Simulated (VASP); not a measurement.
**Na: single point with PBE**

The system is Na.

```xyz
1
Lattice="-2.0986 2.0986 2.0986 2.0986 -2.0986 2.0986 2.0986 2.0986 -2.0986" Properties=species:S:1:pos:R:3 pbc="T T T"
Na    0.0000    0.0000    0.0000
```

```
Program                : VASP 6.6.1
Task                   : single point
Functional             : PBE
Potentials or basis    : VASP PAW PBE potentials, release 64 (Na_pv)
Cutoff                 : 520 eV
k mesh                 : 11 × 11 × 11
Occupations            : gaussian, width 0.2 eV
Spin                   : no spin polarisation
Dipole correction      : no
Further INCAR settings : ALGO = Normal; EDIFF = 1e-07; NBANDS = 10
```

```yaml
Pressure: 0.0 GPa
```

Levels at points of the mesh, in eV from the Fermi level:
```tsv
k point	band 1	band 2	band 3	band 4	band 5	band 6	band 7	band 8
(0.00, 0.00, 0.00)	-24.93	-24.93	-24.93	-3.32	11.72	11.72	11.72	12.72
```

Wall time 28 s on 1 thread of AMD EPYC 7R13, on a shared host, peak memory 0.13 GiB.
